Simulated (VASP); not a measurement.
# Sn (Fddd) in VASP: further runs, part 2 of 2

VASP 6.6.1. Earlier steps stand in the parts before.

**3. Single point, PBEsol (strain -0.0200 x Voigt [1, -1, 0, 0, 0, 0])**

INCAR

```
SYSTEM = Sn
PREC = Accurate
ENCUT = 520
EDIFF = 1E-6
ISMEAR = 0
SIGMA = 0.15
LREAL = .FALSE.
LASPH = .TRUE.
NELM = 80
ALGO = Fast
ISIF = 2
LWAVE = .FALSE.
LCHARG = .TRUE.
GGA = PS
LELF = .TRUE.
LVHAR = .TRUE.
NBANDS = 21
```

KPOINTS

```
regular mesh
0
G
  12 12 12
  0 0 0
```

POSCAR

```
Sn
1.0
    0.0000000000      3.3105120000      3.2456000000
    3.1806880000      0.0000000000      3.2456000000
    3.1806880000      3.3105120000      0.0000000000
Sn
2
Direct
    0.5000000000      0.5000000000      0.5000000000
    0.7500000000      0.7500000000      0.7500000000
```

Potentials or basis: VASP PAW PBE potentials, release 64 (Sn_d).

Started as:

```console
$ cat potpaw_PBE.64/Sn_d/POTCAR > POTCAR
$ mpirun -np 1 vasp_std > vasp.out
```

OUTCAR:

```text
SYSTEM = Sn
   PREC = Accurate
   ENCUT = 520
   EDIFF = 1E-6
   ISMEAR = 0
   LREAL = .FALSE.
   LASPH = .TRUE.
   NELM = 80
   ISIF = 2
   GGA = PS

 ion  position               nearest neighbor table
   1  0.500  0.500  0.500-   2 2.81   2 2.81   2 2.81   2 2.81
   2  0.750  0.750  0.750-   1 2.81   1 2.81   1 2.81   1 2.81

  LATTYP: Found a face centered orthorhombic cell.
 ALAT       =     6.3613760000
 B/A-ratio  =     1.0204081633
 C/A-ratio  =     1.0408163265

  Lattice vectors:

 A1 = (   0.0000000000,   3.3105120000,  -3.2456000000)
 A2 = (   3.1806880000,   3.3105120000,   0.0000000000)
 A3 = (   3.1806880000,   0.0000000000,  -3.2456000000)

Analysis of symmetry for initial positions (statically):
=====================================================================
 Subroutine PRICEL returns:
 Original cell was already a primitive cell.

 Routine SETGRP: Setting up the symmetry group for a
 face centered orthorhombic supercell.

 Subroutine GETGRP returns: Found  8 space group operations
 (whereof  4 operations were pure point group operations)
 out of a pool of  8 trial point group operations.

The static configuration has the point symmetry D_2 .
 The point group associated with its full space group is D_2h.

Analysis of symmetry for dynamics (positions and initial velocities):
=====================================================================
 Subroutine PRICEL returns:
 Original cell was already a primitive cell.

 Routine SETGRP: Setting up the symmetry group for a
 face centered orthorhombic supercell.

 Subroutine GETGRP returns: Found  8 space group operations
 (whereof  4 operations were pure point group operations)
 out of a pool of  8 trial point group operations.

The dynamic configuration has the point symmetry D_2 .
 The point group associated with its full space group is D_2h.

 Subroutine INISYM returns: Found  8 space group operations
 (whereof  4 operations are pure point group operations),
 and found     1 'primitive' translations

----------------------------------------------------------------------------------------

                                     Primitive cell

  volume of cell :      68.3504

  direct lattice vectors                    reciprocal lattice vectors
     0.000000000  3.310512000  3.245600000    -0.157198694  0.151034039  0.154054720
     3.180688000  0.000000000  3.245600000     0.157198694 -0.151034039  0.154054720
     3.180688000  3.310512000  0.000000000     0.157198694  0.151034039 -0.154054720

  length of vectors
     4.636098474  4.544303633  4.590889441     0.266937385  0.266937385  0.266937385

  position of ions in fractional coordinates (direct lattice)
     0.500000000  0.500000000  0.500000000
     0.750000000  0.750000000  0.750000000

  ion indices of the primitive-cell ions
   primitive index   ion index
                 1           1
                 2           2

----------------------------------------------------------------------------------------

 KPOINTS: regular mesh

Automatic generation of k-mesh.
 Grid dimensions read from file:
 generate k-points for:   12   12   12

 Generating k-lattice:

  Cartesian coordinates                     Fractional coordinates (reciprocal lattice)
    -0.013099891  0.012586170  0.012837893     0.083333333  0.000000000  0.000000000
     0.013099891 -0.012586170  0.012837893    -0.000000000  0.083333333 -0.000000000
     0.013099891  0.012586170 -0.012837893     0.000000000  0.000000000  0.083333333

  Length of vectors
     0.022244782  0.022244782  0.022244782

  Shift w.r.t. Gamma in fractional coordinates (k-lattice)
     0.000000000  0.000000000  0.000000000

 Subroutine IBZKPT returns following result:
 ===========================================

 Found    280 irreducible k-points:

 Following reciprocal coordinates:
            Coordinates               Weight
  0.000000  0.000000  0.000000      1.000000
  0.083333  0.000000  0.000000      8.000000
  0.166667  0.000000  0.000000      8.000000
  0.250000  0.000000 -0.000000      8.000000
  0.333333  0.000000  0.000000      8.000000
  0.416667  0.000000  0.000000      8.000000
[... 16 lines left out ...]
  0.500000  0.166667  0.000000      8.000000
 -0.416667  0.166667 -0.000000      8.000000
 [... further k-points ...]
   k-points           NKPTS =    280   k-points in BZ     NKDIM =    280   number of bands    NBANDS=     21
   number of dos      NEDOS =    301   number of ions     NIONS =      2
   total plane-waves  NPLWV =  46656
   dimension x,y,z NGX =    36 NGY =   36 NGZ =   36
   dimension x,y,z NGXF=    72 NGYF=   72 NGZF=   72
   ions per type =               2
   NGX,Y,Z   is equivalent  to a cutoff of  12.91, 13.17, 13.04 a.u.
   NGXF,Y,Z  is equivalent  to a cutoff of  25.82, 26.34, 26.07 a.u.
 SYSTEM =  Sn
   PREC   = accura    normal or accurate (medium, high low for compatibility)
   ISTART =      0    job   : 0-new  1-cont  2-samecut
   ICHARG =      2    charge: 1-file 2-atom 10-const
   ISPIN  =      1    spin polarized calculation?
   LNONCOLLINEAR =      F non collinear calculations
   LSORBIT =      F    spin-orbit coupling
   LASPH  =      T    aspherical Exc in radial PAW
   ENCUT  =  520.0 eV  38.22 Ry    6.18 a.u.   8.62  8.45  8.54*2*pi/ulx,y,z
   NELM   =     80;   NELMIN=  2; NELMDL= -5     # of ELM steps
   EDIFF  = 0.1E-05   stopping-criterion for ELM
   LREAL  =      F    real-space projection
   EDIFFG = 0.1E-04   stopping-criterion for IOM
   NSW    =      0    number of steps for IOM
   IBRION =     -1    ionic relax: 0-MD 1-quasi-New 2-CG
   NFREE  =      0    steps in history (QN), initial steepest desc. (CG)
   ISIF   =      2    stress and relaxation
   ISYM   =      2    0-nonsym 1-usesym 2-fastsym
   POTIM  = 0.5000    time-step for ionic-motion
   TEBEG  =    0.0;   TEEND  =   0.0 temperature during run
   PSTRESS=    0.0 pullay stress
   NELECT =      28.0000    total number of electrons
   NUPDOWN=      -1.0000    fix difference up-down
   EMIN   =  10.00;   EMAX   =-10.00  energy-range for DOS
   EFERMI =   0.00;   METHOD = LEGACY
   ISMEAR =     0;   SIGMA  =   0.15  broadening in eV -4-tet -1-fermi 0-gaus
   EFERMI_NEDOS =   21; number of points for ismear=-14 and -15
   IALGO  =     68    algorithm
   IMIX   =      4    mixing-type and parameters
     AMIX     =   0.40;   BMIX     =  1.00
     AMIX_MAG =   1.60;   BMIX_MAG =  1.00
  volume/ion in A,a.u.               =      34.18       230.63
  Fermi-wavevector in a.u.,A,eV,Ry     =   1.215851  2.297626 20.113413  1.478294
  Thomas-Fermi vector in A             =   2.351225
   LORBIT       =      0    0 simple, 1 ext, 2 COOP (PROOUT), +10 PAW based schemes
   GGA     = PS    functional components
   LHFCALC =     F    Hartree Fock is set to
   AEXX    =    0.0000 exact exchange contribution
   IVDW    =     0    specifies the selected vdW correction
   LEPSILON=     F    determine dielectric tensor
   LRPA    =     F    only Hartree local field effects (RPA)
 non-spin polarized calculation
 RMM-DIIS sequential band-by-band and
 Gauss-broadening in eV      SIGMA  =   0.15
  energy-cutoff  :      520.00
  volume of cell :       68.35
 maximum number of plane-waves:      1866
   NGX = 17   NGY = 17   NGZ = 17

 number of electron      27.9999995 magnetization

 Free energy of the ion-electron system (eV)
  ---------------------------------------------------
  ext. energy  EPLUGINS =         0.00000000
  ---------------------------------------------------
  free energy    TOTEN  =        -8.45650482 eV

  energy without entropy =       -8.45457278  energy(sigma->0) =       -8.45553880

 E-fermi :   5.4916     XC(G=0):  -9.0660

 val. band max:        5.4515792657   @ k =   0.4167   0.0000   0.0000
 cond. band min:       5.5016187036   @ k =  -0.0833  -0.0000   0.0833
 fundamental gap:      0.0500394379
 Fermi energy:         5.4916208195

 k-point     1 :       0.0000    0.0000    0.0000
  band No.  band energies     occupation
      1     -16.1218      2.00000
      2     -16.1133      2.00000
      3     -16.1058      2.00000
      4     -16.0559      2.00000
      5     -16.0506      2.00000
      6     -15.7546      2.00000
[... 13 lines left out ...]
     20      13.1588      0.00000
     21      13.4044      0.00000
[... 529 lines left out ...]
 k-point    24 :      -0.4167    0.1667   -0.0000
  band No.  band energies     occupation
      1     -16.1745      2.00000
      2     -16.1569      2.00000
      3     -16.0547      2.00000
      4     -15.9762      2.00000
      5     -15.9633      2.00000
      6     -15.8440      2.00000
[... 13 lines left out ...]
     20      13.3314      0.00000
     21      13.4977      0.00000

 [... further k-points ...]

------------------------ aborting loop because EDIFF is reached ----------------------------------------

  FORCE on cell =-STRESS in cart. coord.  units (eV):
  Direction    XX          YY          ZZ          XY          YZ          ZX
  --------------------------------------------------------------------------------------
  -------------------------------------------------------------------------------------
  Total        0.6488524      0.1366769      0.4151598      0.0000000      0.0000000      0.0000000
  in kB       15.2095106      3.2037927      9.7316093      0.0000000      0.0000000      0.0000000
  external PRESSURE =       9.3816375 kB  Pullay stress =       0.0000000 kB

 VOLUME and BASIS-vectors are now :
 -----------------------------------------------------------------------------
  energy-cutoff  :      520.00
  volume of cell :       68.35
      direct lattice vectors                 reciprocal lattice vectors
     0.000000000  3.310512000  3.245600000    -0.157198694  0.151034039  0.154054720
     3.180688000  0.000000000  3.245600000     0.157198694 -0.151034039  0.154054720
     3.180688000  3.310512000  0.000000000     0.157198694  0.151034039 -0.154054720

 POSITION                                       TOTAL-FORCE (eV/Angst)
 -----------------------------------------------------------------------------------
      3.18069      3.31051      3.24560         0.000000      0.000000      0.000000
      4.77103      4.96577      4.86840         0.000000     -0.000000      0.000000
 -----------------------------------------------------------------------------------
    total drift:                                0.000000      0.000000      0.000000

  FREE ENERGIE OF THE ION-ELECTRON SYSTEM (eV)
  ---------------------------------------------------
  free  energy   TOTEN  =        -8.4565048227 eV

  energy  without entropy=       -8.4545727771  energy(sigma->0) =       -8.45553880
```

Run time: 3.9 min. Hardware: 1 thread of Intel Xeon 6975P-C (Granite Rapids), shared host; peak memory 0.43 GiB.

What came out:

```yaml
Free_energy: -8.4565 eV
Pressure: 0.9 GPa
Band_gap_on_the_k_mesh: zero (bands 14 and 15 overlap by 0.17 eV)
```

Levels at points of the mesh, in eV from the Fermi level:
```csv
k point,band 10,band 11,band 12,band 13,band 14,band 15,band 16,band 17,band 18,band 19
"(0.00, 0.00, 0.00)",-21.22,-10.63,-0.71,-0.06,0.08,0.21,2.07,2.15,2.23,4.85
"(0.50, 0.00, 0.00)",-21.17,-9.01,-6.33,-1.25,-1.00,-0.09,3.14,3.29,5.53,8.31
"(0.50, 0.50, 0.00)",-21.16,-7.54,-7.54,-2.47,-2.47,0.75,0.75,7.63,7.63,9.11
"(0.50, 0.00, 0.50)",-21.15,-7.61,-7.61,-2.36,-2.36,0.88,0.88,7.65,7.65,9.13
"(0.00, 0.50, 0.50)",-21.17,-7.47,-7.47,-2.58,-2.58,0.63,0.63,7.70,7.70,9.24
```

Caveat: the cell differs from its parent crystal (strain -0.0200 x Voigt [1, -1, 0, 0, 0, 0]); the PAW data sets were made with another functional, which shifts forces and pressure a little; spin-orbit coupling is left out, which moves the levels of the heavy elements.

The gap in the log of VASP goes by the Fermi energy; the results here count the filled bands.